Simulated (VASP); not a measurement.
# Be2ZnO3 (P-6m2) in VASP: single point with PBE

Aim: the single point of Be2ZnO3 with PBE.

All numbers are computed with VASP 6.6.1; they aren't measurements. Logs are shortened: lines on timing, memory, paths and dates and some standing lists are left out, and cuts for length are marked.

**1. The cell of the first run**

Symmetry: P-6m2, No. 187, hexagonal system. The conventional cell has a = 3.833 Å, b = 3.833 Å, c = 5.461 Å, α = 90.00°, β = 90.00°, γ = 120.00°. Within 1.9 Å of Be (site symmetry 3m) lie 1 O at 1.43 Å. Within 3.1 Å of Zn (site symmetry -6m2) lie 6 O at 2.35 Å and 6 Be at 2.57 Å. O (site symmetry 3m) has 1 O at 1.55 Å within 2.1 Å. Within 1.9 Å of O (site symmetry -6m2) lie 2 Be at 1.43 Å.

The cell was built from a structure type or drawn by symmetry, and may not be a known phase.

**2. Single point, PBE**

INCAR

```
SYSTEM = Be2ZnO3
PREC = Accurate
ENCUT = 600
EDIFF = 1E-6
ISMEAR = 0
SIGMA = 0.15
LREAL = .FALSE.
LASPH = .TRUE.
NELM = 120
ALGO = Normal
ISIF = 2
LWAVE = .FALSE.
LCHARG = .FALSE.
GGA = PE
NBANDS = 26
GGA_COMPAT = .FALSE.
```

KPOINTS

```
regular mesh
0
G
  4 4 2
  0 0 0
```

POSCAR

```
Be2ZnO3
1.0
    3.8329588098      0.0000000000      0.0000000000
   -1.9164794049      3.3194397009      0.0000000000
    0.0000000000      0.0000000000      5.4606823522
Be Zn O
2 1 3
Direct
    0.6666666667      0.3333333333      0.2609653956
    0.6666666667      0.3333333333      0.7390346044
    0.3333333333      0.6666666667      0.5000000000
    0.0000000000      0.0000000000      0.6422306254
    0.0000000000      0.0000000000      0.3577693746
    0.6666666667      0.3333333333      0.0000000000
```

Potentials or basis: VASP PAW PBE potentials, release 64 (Be, Zn, O).

The run is started by

```sh
$ cat potpaw_PBE.64/Be/POTCAR potpaw_PBE.64/Zn/POTCAR potpaw_PBE.64/O/POTCAR > POTCAR
$ mpirun -np 1 vasp_std > vasp.out
```

OUTCAR:

```text
SYSTEM = Be2ZnO3
   PREC = Accurate
   ENCUT = 600
   EDIFF = 1E-6
   ISMEAR = 0
   LREAL = .FALSE.
   LASPH = .TRUE.
   NELM = 120
   ISIF = 2
   GGA = PE

 ion  position               nearest neighbor table
   1  0.667  0.333  0.261-   6 1.43   3 2.57   3 2.57   3 2.57
   2  0.667  0.333  0.739-   6 1.43   3 2.57   3 2.57   3 2.57
   3  0.333  0.667  0.500-   4 2.35   5 2.35   4 2.35   5 2.35   4 2.35   5 2.35   1 2.57   2 2.57
                             1 2.57   2 2.57   1 2.57   2 2.57
   4  0.000  0.000  0.642-   5 1.55   3 2.35   3 2.35   3 2.35
   5  0.000  0.000  0.358-   4 1.55   3 2.35   3 2.35   3 2.35
   6  0.667  0.333  0.000-   1 1.43   2 1.43

  LATTYP: Found a hexagonal cell.
 ALAT       =     3.8329588098
 C/A-ratio  =     1.4246650233

  Lattice vectors:

 A1 = (   3.8329588098,   0.0000000000,   0.0000000000)
 A2 = (  -1.9164794049,   3.3194397009,   0.0000000000)
 A3 = (   0.0000000000,   0.0000000000,   5.4606823522)

Analysis of symmetry for initial positions (statically):
=====================================================================
 Subroutine PRICEL returns:
 Original cell was already a primitive cell.

 Routine SETGRP: Setting up the symmetry group for a
 hexagonal supercell.

 Subroutine GETGRP returns: Found 12 space group operations
 (whereof 12 operations were pure point group operations)
 out of a pool of 24 trial point group operations.

The static configuration has the point symmetry D_3h.

Analysis of symmetry for dynamics (positions and initial velocities):
=====================================================================
 Subroutine PRICEL returns:
 Original cell was already a primitive cell.

 Routine SETGRP: Setting up the symmetry group for a
 hexagonal supercell.

 Subroutine GETGRP returns: Found 12 space group operations
 (whereof 12 operations were pure point group operations)
 out of a pool of 24 trial point group operations.

The dynamic configuration has the point symmetry D_3h.

 Subroutine INISYM returns: Found 12 space group operations
 (whereof 12 operations are pure point group operations),
 and found     1 'primitive' translations

----------------------------------------------------------------------------------------

                                     Primitive cell

  volume of cell :      69.4778

  direct lattice vectors                    reciprocal lattice vectors
     3.832958810  0.000000000  0.000000000     0.260895055  0.150627830  0.000000000
    -1.916479405  3.319439701  0.000000000     0.000000000  0.301255661  0.000000000
     0.000000000  0.000000000  5.460682352     0.000000000  0.000000000  0.183127297

  length of vectors
     3.832958810  3.832958810  5.460682352     0.301255661  0.301255661  0.183127297

  position of ions in fractional coordinates (direct lattice)
     0.666666667  0.333333333  0.260965396
     0.666666667  0.333333333  0.739034604
     0.333333333  0.666666667  0.500000000
     0.000000000  0.000000000  0.642230625
     0.000000000  0.000000000  0.357769375
     0.666666667  0.333333333  0.000000000

  ion indices of the primitive-cell ions
   primitive index   ion index
                 1           1
                 2           2
                 3           3
                 4           4
                 5           5
                 6           6

----------------------------------------------------------------------------------------

 KPOINTS: regular mesh

Automatic generation of k-mesh.
 Grid dimensions read from file:
 generate k-points for:    4    4    2

 Generating k-lattice:

  Cartesian coordinates                     Fractional coordinates (reciprocal lattice)
     0.065223764  0.037656958  0.000000000     0.250000000  0.000000000  0.000000000
     0.000000000  0.075313915  0.000000000     0.000000000  0.250000000  0.000000000
     0.000000000  0.000000000  0.091563649     0.000000000  0.000000000  0.500000000

  Length of vectors
     0.075313915  0.075313915  0.091563649

  Shift w.r.t. Gamma in fractional coordinates (k-lattice)
     0.000000000  0.000000000  0.000000000

 Subroutine IBZKPT returns following result:
 ===========================================

 Found      8 irreducible k-points:

 Following reciprocal coordinates:
            Coordinates               Weight
  0.000000  0.000000  0.000000      1.000000
  0.250000  0.000000  0.000000      6.000000
  0.500000  0.000000  0.000000      3.000000
  0.250000  0.250000  0.000000      6.000000
  0.000000  0.000000  0.500000      1.000000
  0.250000  0.000000  0.500000      6.000000
  0.500000  0.000000  0.500000      3.000000
  0.250000  0.250000  0.500000      6.000000
   k-points           NKPTS =      8   k-points in BZ     NKDIM =      8   number of bands    NBANDS=     26
   number of dos      NEDOS =    301   number of ions     NIONS =      6
   total plane-waves  NPLWV =  49152
   dimension x,y,z NGX =    32 NGY =   32 NGZ =   48
   dimension x,y,z NGXF=    64 NGYF=   64 NGZF=   96
   ions per type =               2   1   3
   NGX,Y,Z   is equivalent  to a cutoff of  13.88, 13.88, 14.61 a.u.
   NGXF,Y,Z  is equivalent  to a cutoff of  27.76, 27.76, 29.23 a.u.
 SYSTEM =  Be2ZnO3
   PREC   = accura    normal or accurate (medium, high low for compatibility)
   ISTART =      0    job   : 0-new  1-cont  2-samecut
   ICHARG =      2    charge: 1-file 2-atom 10-const
   ISPIN  =      1    spin polarized calculation?
   LNONCOLLINEAR =      F non collinear calculations
   LSORBIT =      F    spin-orbit coupling
   LASPH  =      T    aspherical Exc in radial PAW
   ENCUT  =  600.0 eV  44.10 Ry    6.64 a.u.   7.66  7.66 10.91*2*pi/ulx,y,z
   NELM   =    120;   NELMIN=  2; NELMDL= -5     # of ELM steps
   EDIFF  = 0.1E-05   stopping-criterion for ELM
   LREAL  =      F    real-space projection
   EDIFFG = 0.1E-04   stopping-criterion for IOM
   NSW    =      0    number of steps for IOM
   IBRION =     -1    ionic relax: 0-MD 1-quasi-New 2-CG
   NFREE  =      0    steps in history (QN), initial steepest desc. (CG)
   ISIF   =      2    stress and relaxation
   ISYM   =      2    0-nonsym 1-usesym 2-fastsym
   POTIM  = 0.5000    time-step for ionic-motion
   TEBEG  =    0.0;   TEEND  =   0.0 temperature during run
   PSTRESS=    0.0 pullay stress
   NELECT =      34.0000    total number of electrons
   NUPDOWN=      -1.0000    fix difference up-down
   EMIN   =  10.00;   EMAX   =-10.00  energy-range for DOS
   EFERMI =   0.00;   METHOD = LEGACY
   ISMEAR =     0;   SIGMA  =   0.15  broadening in eV -4-tet -1-fermi 0-gaus
   EFERMI_NEDOS =   21; number of points for ismear=-14 and -15
   IALGO  =     38    algorithm
   IMIX   =      4    mixing-type and parameters
     AMIX     =   0.40;   BMIX     =  1.00
     AMIX_MAG =   1.60;   BMIX_MAG =  1.00
  volume/ion in A,a.u.               =      11.58        78.14
  Fermi-wavevector in a.u.,A,eV,Ry     =   1.290088  2.437912 22.644529  1.664326
  Thomas-Fermi vector in A             =   2.421941
   LORBIT       =      0    0 simple, 1 ext, 2 COOP (PROOUT), +10 PAW based schemes
   GGA     = PE    functional components
   LHFCALC =     F    Hartree Fock is set to
   AEXX    =    0.0000 exact exchange contribution
   IVDW    =     0    specifies the selected vdW correction
   LEPSILON=     F    determine dielectric tensor
   LRPA    =     F    only Hartree local field effects (RPA)
 non-spin polarized calculation
 Gauss-broadening in eV      SIGMA  =   0.15
  energy-cutoff  :      600.00
  volume of cell :       69.48
 maximum number of plane-waves:      2362
 NGX is ok and might be reduce to    32
   NGX = 15   NGY = 15   NGZ = 21

 number of electron      33.9999991 magnetization

 Free energy of the ion-electron system (eV)
  ---------------------------------------------------
  ext. energy  EPLUGINS =         0.00000000
  ---------------------------------------------------
  free energy    TOTEN  =       -26.82865943 eV

  energy without entropy =      -26.82849193  energy(sigma->0) =      -26.82857568

 E-fermi :   2.6229     XC(G=0):  -9.6795

 val. band max:        2.2818853966   @ k =   0.2500   0.2500   0.0000
 cond. band min:       2.9049207625   @ k =   0.0000   0.0000   0.5000
 fundamental gap:      0.6230353660
 Fermi energy:         2.6228699837

 k-point     1 :       0.0000    0.0000    0.0000
  band No.  band energies     occupation
      1     -20.1018      2.00000
      2     -15.7507      2.00000
      3     -14.4548      2.00000
      4      -5.7147      2.00000
      5      -5.7147      2.00000
      6      -5.1973      2.00000
[... 18 lines left out ...]
     25       9.7831      0.00000
     26      14.4978      0.00000

 k-point     2 :       0.2500    0.0000    0.0000
  band No.  band energies     occupation
      1     -20.0358      2.00000
      2     -15.7220      2.00000
      3     -14.4146      2.00000
      4      -6.0300      2.00000
      5      -5.5130      2.00000
      6      -5.1288      2.00000
[... 18 lines left out ...]
     25      12.0191      0.00000
     26      14.0184      0.00000

 k-point     3 :       0.5000    0.0000    0.0000
  band No.  band energies     occupation
      1     -19.9685      2.00000
      2     -15.6931      2.00000
      3     -14.3736      2.00000
      4      -6.2378      2.00000
      5      -5.1856      2.00000
      6      -5.0695      2.00000
[... 18 lines left out ...]
     25      11.4804      0.00000
     26      12.8395      0.00000

 k-point     4 :       0.2500    0.2500    0.0000
  band No.  band energies     occupation
      1     -19.9689      2.00000
      2     -15.6928      2.00000
      3     -14.3736      2.00000
      4      -6.0201      2.00000
      5      -5.2713      2.00000
      6      -5.1697      2.00000
[... 18 lines left out ...]
     25      12.5802      0.00000
     26      13.0194      0.00000

 k-point     5 :       0.0000    0.0000    0.5000
  band No.  band energies     occupation
      1     -20.0908      2.00000
      2     -15.8699      2.00000
      3     -14.3228      2.00000
      4      -5.7036      2.00000
      5      -5.7036      2.00000
      6      -5.3717      2.00000
[... 18 lines left out ...]
     25      11.1062      0.00000
     26      13.7108      0.00000

 k-point     6 :       0.2500    0.0000    0.5000
  band No.  band energies     occupation
      1     -20.0277      2.00000
      2     -15.7907      2.00000
      3     -14.3498      2.00000
      4      -6.0780      2.00000
      5      -5.4987      2.00000
      6      -5.1647      2.00000
[... 18 lines left out ...]
     25      12.0250      0.00000
     26      12.7802      0.00000

 k-point     7 :       0.5000    0.0000    0.5000
  band No.  band energies     occupation
      1     -19.9635      2.00000
      2     -15.7059      2.00000
      3     -14.3819      2.00000
      4      -6.2949      2.00000
      5      -5.1732      2.00000
      6      -5.0850      2.00000
[... 18 lines left out ...]
     25      12.8610      0.00000
     26      12.9293      0.00000

 k-point     8 :       0.2500    0.2500    0.5000
  band No.  band energies     occupation
      1     -19.9638      2.00000
      2     -15.7065      2.00000
      3     -14.3809      2.00000
      4      -6.0479      2.00000
      5      -5.2891      2.00000
      6      -5.1282      2.00000
[... 18 lines left out ...]
     25      13.5185      0.00000
     26      14.0598      0.00000

------------------------ aborting loop because EDIFF is reached ----------------------------------------

  FORCE on cell =-STRESS in cart. coord.  units (eV):
  Direction    XX          YY          ZZ          XY          YZ          ZX
  --------------------------------------------------------------------------------------
  -------------------------------------------------------------------------------------
  Total       -0.0589739     -0.0589739      0.0212285      0.0000000      0.0000000      0.0000000
  in kB       -1.3599562     -1.3599562      0.4895351      0.0000000      0.0000000      0.0000000
  external PRESSURE =      -0.7434591 kB  Pullay stress =       0.0000000 kB

 VOLUME and BASIS-vectors are now :
 -----------------------------------------------------------------------------
  energy-cutoff  :      600.00
  volume of cell :       69.48
      direct lattice vectors                 reciprocal lattice vectors
     3.832958810  0.000000000  0.000000000     0.260895055  0.150627830  0.000000000
    -1.916479405  3.319439701  0.000000000     0.000000000  0.301255661  0.000000000
     0.000000000  0.000000000  5.460682352     0.000000000  0.000000000  0.183127297

 POSITION                                       TOTAL-FORCE (eV/Angst)
 -----------------------------------------------------------------------------------
      1.91648      1.10648      1.42505         0.000000     -0.000000     -0.021962
      1.91648      1.10648      4.03563         0.000000     -0.000000      0.021962
     -0.00000      2.21296      2.73034         0.000000     -0.000000      0.000000
      0.00000      0.00000      3.50702         0.000000     -0.000000      0.092171
      0.00000      0.00000      1.95366         0.000000     -0.000000     -0.092171
      1.91648      1.10648      0.00000        -0.000000      0.000000      0.000000
 -----------------------------------------------------------------------------------
    total drift:                               -0.000001      0.000000     -0.000000

  FREE ENERGIE OF THE ION-ELECTRON SYSTEM (eV)
  ---------------------------------------------------
  free  energy   TOTEN  =       -26.8286594349 eV

  energy  without entropy=      -26.8284919265  energy(sigma->0) =      -26.82857568
```

It took 28 s on 1 thread of Intel Xeon Platinum 8259CL at 2.50GHz (Skylake/Cascade Lake), shared host; peak memory 0.21 GiB.

What came out:

```
Free energy            : -26.8287 eV
Pressure               : -0.1 GPa
Largest force          : 0.092 eV/Å
Band gap on the k mesh : 0.62 eV (least direct gap 1.27 eV)
```

Forces on the atoms (eV/Å):
```
Be   0.000  0.000 -0.022
Be   0.000  0.000  0.022
Zn   0.000  0.000  0.000
O    0.000  0.000  0.092
O    0.000  0.000 -0.092
O    0.000  0.000  0.000
```

Stress tensor (GPa, compression positive):
```
-0.14  0.00  0.00
 0.00 -0.14  0.00
 0.00  0.00  0.05
```

Caveat: the k points lie up to 0.58 Å⁻¹ apart. A k mesh can miss the band edges.
